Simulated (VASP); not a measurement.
# ZrH2 (Fm-3m) in VASP: single point with PBEsol

Aim: the single point of ZrH2 with PBEsol.

All numbers are computed with VASP 6.6.1; they aren't measurements. Logs are shortened: lines on timing, memory, paths and dates and some standing lists are left out, and cuts for length are marked.

### 1 The cell of the first run

Symmetry: Fm-3m, No. 225, cubic system. The conventional cell has a = 4.818 Å, b = 4.818 Å, c = 4.818 Å, α = 90.00°, β = 90.00°, γ = 90.00°. Zr (site symmetry m-3m) has 8 H at 2.09 Å within 2.8 Å. H (site symmetry -43m) has 4 Zr at 2.09 Å and 6 H at 2.41 Å within 2.8 Å.

### 2 Single point, PBEsol

Contents of INCAR:

```
PREC     = Accurate       # precision mode
ENCUT    = 520            # plane-wave cutoff, eV
EDIFF    = 1E-6           # SCF threshold, eV
ISMEAR   = 0              # smearing method
SIGMA    = 0.05           # smearing width, eV
LREAL    = False          # projectors in reciprocal space
LASPH    = True           # aspherical terms in the spheres
NELM     = 60             # most SCF steps
ALGO     = Normal         # electronic algorithm
ISIF     = 2              # what is computed and relaxed
LWAVE    = False          # write WAVECAR
LCHARG   = False          # write CHGCAR
GGA      = PS             # functional
NBANDS   = 14             # bands
```

Contents of KPOINTS:

```
regular mesh
0
Gamma
  14 14 14
```

Contents of POSCAR:

```
ZrH2
1.0
    0.0000000000      2.4092250000      2.4092250000
    2.4092250000      0.0000000000      2.4092250000
    2.4092250000      2.4092250000      0.0000000000
Zr H
1 2
Direct
    0.0000000000      0.0000000000      0.0000000000
    0.7500000000      0.7500000000      0.7500000000
    0.2500000000      0.2500000000      0.2500000000
```

Potentials or basis: VASP PAW PBE potentials, release 64 (Zr_sv, H).

Launch:

```sh
> cat potpaw_PBE.64/Zr_sv/POTCAR potpaw_PBE.64/H/POTCAR > POTCAR
> mpirun -np 1 vasp_std > vasp.out
```

OUTCAR:

```text
PREC = Accurate
   ENCUT = 520
   EDIFF = 1E-6
   ISMEAR = 0
   LREAL = False
   LASPH = True
   NELM = 60
   ISIF = 2
   GGA = PS

 ion  position               nearest neighbor table
   1  0.000  0.000  0.000-   2 2.09   2 2.09   2 2.09   2 2.09   3 2.09   3 2.09   3 2.09   3 2.09

   2  0.750  0.750  0.750-   1 2.09   1 2.09   1 2.09   1 2.09
   3  0.250  0.250  0.250-   1 2.09   1 2.09   1 2.09   1 2.09

  LATTYP: Found a face centered cubic cell.
 ALAT       =     4.8184500000

  Lattice vectors:

 A1 = (   0.0000000000,   2.4092250000,   2.4092250000)
 A2 = (   2.4092250000,   0.0000000000,   2.4092250000)
 A3 = (   2.4092250000,   2.4092250000,   0.0000000000)

Analysis of symmetry for initial positions (statically):
=====================================================================
 Subroutine PRICEL returns:
 Original cell was already a primitive cell.

 Routine SETGRP: Setting up the symmetry group for a
 face centered cubic supercell.

 Subroutine GETGRP returns: Found 48 space group operations
 (whereof 48 operations were pure point group operations)
 out of a pool of 48 trial point group operations.

The static configuration has the point symmetry O_h .

Analysis of symmetry for dynamics (positions and initial velocities):
=====================================================================
 Subroutine PRICEL returns:
 Original cell was already a primitive cell.

 Routine SETGRP: Setting up the symmetry group for a
 face centered cubic supercell.

 Subroutine GETGRP returns: Found 48 space group operations
 (whereof 48 operations were pure point group operations)
 out of a pool of 48 trial point group operations.

The dynamic configuration has the point symmetry O_h .

 Subroutine INISYM returns: Found 48 space group operations
 (whereof 48 operations are pure point group operations),
 and found     1 'primitive' translations

----------------------------------------------------------------------------------------

                                     Primitive cell

  volume of cell :      27.9680

  direct lattice vectors                    reciprocal lattice vectors
     0.000000000  2.409225000  2.409225000    -0.207535618  0.207535618  0.207535618
     2.409225000  0.000000000  2.409225000     0.207535618 -0.207535618  0.207535618
     2.409225000  2.409225000  0.000000000     0.207535618  0.207535618 -0.207535618

  length of vectors
     3.407158670  3.407158670  3.407158670     0.359462235  0.359462235  0.359462235

  position of ions in fractional coordinates (direct lattice)
     0.000000000  0.000000000  0.000000000
     0.750000000  0.750000000  0.750000000
     0.250000000  0.250000000  0.250000000

  ion indices of the primitive-cell ions
   primitive index   ion index
                 1           1
                 2           2
                 3           3

----------------------------------------------------------------------------------------

 KPOINTS: regular mesh

Automatic generation of k-mesh.
 Grid dimensions read from file:
 generate k-points for:   14   14   14

 Generating k-lattice:

  Cartesian coordinates                     Fractional coordinates (reciprocal lattice)
    -0.014823973  0.014823973  0.014823973     0.071428571  0.000000000  0.000000000
     0.014823973 -0.014823973  0.014823973     0.000000000  0.071428571  0.000000000
     0.014823973  0.014823973 -0.014823973     0.000000000  0.000000000  0.071428571

  Length of vectors
     0.025675874  0.025675874  0.025675874

  Shift w.r.t. Gamma in fractional coordinates (k-lattice)
     0.000000000  0.000000000  0.000000000

 Subroutine IBZKPT returns following result:
 ===========================================

 Found    104 irreducible k-points:

 Following reciprocal coordinates:
            Coordinates               Weight
  0.000000  0.000000  0.000000      1.000000
  0.071429  0.000000  0.000000      8.000000
  0.142857  0.000000  0.000000      8.000000
  0.214286  0.000000  0.000000      8.000000
  0.285714  0.000000  0.000000      8.000000
  0.357143  0.000000  0.000000      8.000000
[... 16 lines left out ...]
  0.214286  0.142857  0.000000     24.000000
  0.285714  0.142857  0.000000     24.000000
 [... further k-points ...]
   k-points           NKPTS =    104   k-points in BZ     NKDIM =    104   number of bands    NBANDS=     14
   number of dos      NEDOS =    301   number of ions     NIONS =      3
   total plane-waves  NPLWV =  21952
   dimension x,y,z NGX =    28 NGY =   28 NGZ =   28
   dimension x,y,z NGXF=    56 NGYF=   56 NGZF=   56
   ions per type =               1   2
   NGX,Y,Z   is equivalent  to a cutoff of  13.66, 13.66, 13.66 a.u.
   NGXF,Y,Z  is equivalent  to a cutoff of  27.32, 27.32, 27.32 a.u.
 SYSTEM =  unknown system
   PREC   = accura    normal or accurate (medium, high low for compatibility)
   ISTART =      0    job   : 0-new  1-cont  2-samecut
   ICHARG =      2    charge: 1-file 2-atom 10-const
   ISPIN  =      1    spin polarized calculation?
   LNONCOLLINEAR =      F non collinear calculations
   LSORBIT =      F    spin-orbit coupling
   LASPH  =      T    aspherical Exc in radial PAW
   ENCUT  =  520.0 eV  38.22 Ry    6.18 a.u.   6.34  6.34  6.34*2*pi/ulx,y,z
   NELM   =     60;   NELMIN=  2; NELMDL= -5     # of ELM steps
   EDIFF  = 0.1E-05   stopping-criterion for ELM
   LREAL  =      F    real-space projection
   EDIFFG = 0.1E-04   stopping-criterion for IOM
   NSW    =      0    number of steps for IOM
   IBRION =     -1    ionic relax: 0-MD 1-quasi-New 2-CG
   NFREE  =      0    steps in history (QN), initial steepest desc. (CG)
   ISIF   =      2    stress and relaxation
   ISYM   =      2    0-nonsym 1-usesym 2-fastsym
   POTIM  = 0.5000    time-step for ionic-motion
   TEBEG  =    0.0;   TEEND  =   0.0 temperature during run
   PSTRESS=    0.0 pullay stress
   NELECT =      14.0000    total number of electrons
   NUPDOWN=      -1.0000    fix difference up-down
   EMIN   =  10.00;   EMAX   =-10.00  energy-range for DOS
   EFERMI =   0.00;   METHOD = LEGACY
   ISMEAR =     0;   SIGMA  =   0.05  broadening in eV -4-tet -1-fermi 0-gaus
   EFERMI_NEDOS =   21; number of points for ismear=-14 and -15
   IALGO  =     38    algorithm
   IMIX   =      4    mixing-type and parameters
     AMIX     =   0.40;   BMIX     =  1.00
     AMIX_MAG =   1.60;   BMIX_MAG =  1.00
  volume/ion in A,a.u.               =       9.32        62.91
  Fermi-wavevector in a.u.,A,eV,Ry     =   1.299861  2.456381 22.988919  1.689638
  Thomas-Fermi vector in A             =   2.431097
   LORBIT       =      0    0 simple, 1 ext, 2 COOP (PROOUT), +10 PAW based schemes
   GGA     = PS    functional components
   LHFCALC =     F    Hartree Fock is set to
   AEXX    =    0.0000 exact exchange contribution
   IVDW    =     0    specifies the selected vdW correction
   LEPSILON=     F    determine dielectric tensor
   LRPA    =     F    only Hartree local field effects (RPA)
 non-spin polarized calculation
 Gauss-broadening in eV      SIGMA  =   0.05
  energy-cutoff  :      520.00
  volume of cell :       27.97
 maximum number of plane-waves:       769
 NGX is ok and might be reduce to    28
   NGX = 13   NGY = 13   NGZ = 13

 number of electron      14.0000000 magnetization

 Free energy of the ion-electron system (eV)
  ---------------------------------------------------
  ext. energy  EPLUGINS =         0.00000000
  ---------------------------------------------------
  free energy    TOTEN  =       -17.56894756 eV

  energy without entropy =      -17.56660392  energy(sigma->0) =      -17.56777574

 E-fermi :   8.2613     XC(G=0): -11.2692

 val. band max:        8.2505672982   @ k =   0.2857   0.1429   0.0714
 cond. band min:       8.2623525519   @ k =  -0.2143   0.0714   0.0000
 fundamental gap:      0.0117852537
 Fermi energy:         8.2613030418

 k-point     1 :       0.0000    0.0000    0.0000
  band No.  band energies     occupation
      1     -40.9028      2.00000
      2     -18.6883      2.00000
      3     -18.6883      2.00000
      4     -18.6883      2.00000
      5      -1.3237      2.00000
      6       7.0074      2.00000
      7       7.9302      2.00000
      8       7.9302      2.00000
      9       7.9302      2.00000
     10      10.5103      0.00000
     11      10.5103      0.00000
     12      19.1316      0.00000
     13      20.4780      0.00000
     14      20.4780      0.00000

 k-point     2 :       0.0714    0.0000    0.0000
  band No.  band energies     occupation
      1     -40.8990      2.00000
      2     -18.7227      2.00000
      3     -18.6924      2.00000
      4     -18.6924      2.00000
      5      -1.1969      2.00000
      6       6.1176      2.00000
      7       7.9972      2.00000
      8       7.9972      2.00000
      9       8.9758      0.00000
     10      10.4450      0.00000
     11      10.4450      0.00000
     12      18.1850      0.00000
     13      20.7474      0.00000
     14      20.7474      0.00000

 k-point     3 :       0.1429    0.0000    0.0000
  band No.  band energies     occupation
      1     -40.8886      2.00000
      2     -18.8179      2.00000
      3     -18.7038      2.00000
      4     -18.7038      2.00000
      5      -0.8380      2.00000
      6       5.0812      2.00000
      7       8.1630      1.99456
      8       8.1630      1.99456
      9      10.3181      0.00000
     10      10.3181      0.00000
     11      10.4496      0.00000
     12      17.0305      0.00000
     13      21.5066      0.00000
     14      21.5066      0.00000
[... 324 lines left out ...]
 k-point    23 :       0.2143    0.1429    0.0000
  band No.  band energies     occupation
      1     -40.8725      2.00000
      2     -18.9068      2.00000
      3     -18.7499      2.00000
      4     -18.7463      2.00000
      5      -0.2468      2.00000
      6       4.0863      2.00000
      7       8.4786      0.00000
      8       8.5770      0.00000
      9       9.2247      0.00000
     10      10.8708      0.00000
     11      12.0567      0.00000
     12      17.0477      0.00000
     13      20.7261      0.00000
     14      21.0074      0.00000

 k-point    24 :       0.2857    0.1429    0.0000
  band No.  band energies     occupation
      1     -40.8578      2.00000
      2     -19.0247      2.00000
      3     -18.7702      2.00000
      4     -18.7676      2.00000
      5       0.2993      2.00000
      6       3.5522      2.00000
      7       8.1660      1.99295
      8       8.7206      0.00000
      9       9.5470      0.00000
     10      11.0845      0.00000
     11      13.2527      0.00000
     12      16.6526      0.00000
     13      19.2744      0.00000
     14      20.8805      0.00000

 [... further k-points ...]

------------------------ aborting loop because EDIFF is reached ----------------------------------------

  FORCE on cell =-STRESS in cart. coord.  units (eV):
  Direction    XX          YY          ZZ          XY          YZ          ZX
  --------------------------------------------------------------------------------------
  -------------------------------------------------------------------------------------
  Total       -0.8101293     -0.8101293     -0.8101293      0.0000000      0.0000000     -0.0000000
  in kB      -46.4090686    -46.4090686    -46.4090686      0.0000000      0.0000000     -0.0000000
  external PRESSURE =     -46.4090686 kB  Pullay stress =       0.0000000 kB

 VOLUME and BASIS-vectors are now :
 -----------------------------------------------------------------------------
  energy-cutoff  :      520.00
  volume of cell :       27.97
      direct lattice vectors                 reciprocal lattice vectors
     0.000000000  2.409225000  2.409225000    -0.207535618  0.207535618  0.207535618
     2.409225000  0.000000000  2.409225000     0.207535618 -0.207535618  0.207535618
     2.409225000  2.409225000  0.000000000     0.207535618  0.207535618 -0.207535618

 POSITION                                       TOTAL-FORCE (eV/Angst)
 -----------------------------------------------------------------------------------
      0.00000      0.00000      0.00000        -0.000000     -0.000000     -0.000000
      3.61384      3.61384      3.61384         0.000000      0.000000      0.000000
      1.20461      1.20461      1.20461        -0.000000     -0.000000     -0.000000
 -----------------------------------------------------------------------------------
    total drift:                               -0.000000     -0.000000      0.000000

  FREE ENERGIE OF THE ION-ELECTRON SYSTEM (eV)
  ---------------------------------------------------
  free  energy   TOTEN  =       -17.5689475631 eV

  energy  without entropy=      -17.5666039166  energy(sigma->0) =      -17.56777574
```

Run time: 31 s. Hardware: 1 thread of Intel Xeon Platinum 8488C (Sapphire Rapids), shared host; peak memory 0.18 GiB.

Results:

| Quantity | Value |
| --- | --- |
| Free energy | -17.5689 eV |
| Pressure | -4.6 GPa |
| Band gap on the k mesh | zero (bands 7 and 8 overlap by 0.57 eV) |

Caveat: the cell stands under tension; the PAW data sets were made with another functional, which shifts forces and pressure a little.
